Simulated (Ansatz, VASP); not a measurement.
**BeTe: VASP beside Ansatz**

The input POSCAR:

```
BeTe
1.0
    0.0000000000      2.7550794143      2.8828032604
    2.7550794143      0.0000000000      2.8828032604
    2.7550794143      2.7550794143      0.0000000000
Be Te
1 1
Direct
    0.0000000000      0.0000000000      0.0000000000
    0.2500000000      0.2500000000      0.2500000000
```

INCAR.step1

```
PREC = Accurate
ENCUT = 520
ISMEAR = 0
SIGMA = 0.01
LREAL = F
LASPH = T
NELM = 80
NBANDS = 11
GGA = PE
ALGO = Normal
EDIFF = 1E-4
LWAVE = T
LCHARG = F
```

INCAR.step2

```
PREC = Accurate
ENCUT = 520
EDIFF = 1E-6
ISMEAR = 0
SIGMA = 0.01
LREAL = F
LASPH = T
NELM = 80
ALGO = Normal
ISIF = 2
LWAVE = F
LCHARG = F
METAGGA = R2SCAN
LMIXTAU = T
NBANDS = 11
ISTART = 1
```

KPOINTS

```
regular mesh
0
Gamma
  8 8 8
```

Input for Ansatz:

```yaml
crystal:
  lattice:
    - [0.0, 2.7550794143, 2.8828032604]
    - [2.7550794143, 0.0, 2.8828032604]
    - [2.7550794143, 2.7550794143, 0.0]
  atoms:
    - { symbol: Be, position: [0.0, 0.0, 0.0] }
    - { symbol: Te, position: [0.25, 0.25, 0.25] }
kpoints:
  mp_grid: { grid: [8, 8, 8] }
  band_path:
    path:
      - [0.0, 0.0, 0.0]
      - [-0.5, -0.5, 0.0]
      - [-0.375, -0.375, 0.25]
      - [-0.375, 0.0, 0.375]
      - [0.0, 0.0, 0.5]
      - [-0.5, -0.25, 0.25]
      - [0.0, 0.5, 0.5]
    npoints: 1
hamiltonian:
  xc: r2scan
scf:
  occupations: { method: fixed }
  n_extra_bands: 4
output:
  forces: true
  stress: true
  eigenvalues: true
  write_density: true
  write_potential: true
  elf: true
  volumetric_format: npy
```

Change from the starting cell: epitaxial_xy strain -2.6%.

Alike in both runs: task single point; functional r2SCAN; k mesh 8 × 8 × 8; no spin polarisation.

```csv
,VASP,Ansatz
version,VASP 6.6.1,Ansatz 0.2.0
potentials or method,"VASP PAW PBE potentials, release 64 (Be, Te)","plane waves, PAW"
plane-wave cutoff (eV),520,500
occupations,"gaussian, width 0.01 eV",fixed
valence electrons in the cell,8,18
```

Ansatz gave:

- gap on the k mesh at the Fermi level (eV): 2.09
- pressure (GPa): 2.1
- traceless stress, the component that is largest in VASP (GPa): -2.13

Task: What did VASP give for the same quantities?

Result: gap on the k mesh at the Fermi level (eV): 2.08; pressure (GPa): 2.3; traceless stress, the component that is largest in VASP (GPa): -2.11.

VASP's potentials were made for PBE, not for r2SCAN. VASP's potentials hold 8 valence electrons a cell and Ansatz's 18, so a difference there can come from the potentials and not from the codes.

Spin-orbit coupling is off throughout.
